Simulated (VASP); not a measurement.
FeI2, 3 atoms in the cell. It takes space group P-3m1 (No. 164, trigonal). Conventional cell: a = 4.040 Å, b = 4.040 Å, c = 6.750 Å, α = 90.00°, β = 90.00°, γ = 120.00°. Within 3.8 Å of Fe (site symmetry -3m) lie 6 I at 2.88 Å. I (site symmetry 3m) has 3 Fe at 2.88 Å within 3.8 Å. 

- Program: VASP 6.6.1
- Task: single point
- Functional: PBEsol
- Potentials or basis: VASP PAW PBE potentials, release 64 (Fe, I)
- Cutoff: 520 eV
- k mesh: 8 × 8 × 5
- Occupations: fermi-dirac, width 0.05 eV
- Spin: collinear spin, ferromagnetic start
- Starting moments: [3.0, 0.0, 0.0] μB
- Dipole correction: no
- Further INCAR settings: ALGO = Normal; EDIFF = 1e-07; NBANDS = 22

Potentials or basis: VASP PAW PBE potentials, release 64 (Fe, I).

Run with:

```bash
$ cat potpaw_PBE.64/Fe/POTCAR potpaw_PBE.64/I/POTCAR > POTCAR
$ mpirun -np 1 vasp_std > vasp.out
```

Hardware: 1 thread of Intel(R) Xeon(R) Platinum 8259CL CPU @ 2.50GHz (Skylake/Cascade Lake), with other jobs on the host.

Estimate the wall time of this run.

Run time: 3.2 min on 1 thread of Intel(R) Xeon(R) Platinum 8259CL CPU @ 2.50GHz (Skylake/Cascade Lake), on a shared host, peak memory 0.31 GiB. Counts: scf iterations 19, k points 40.
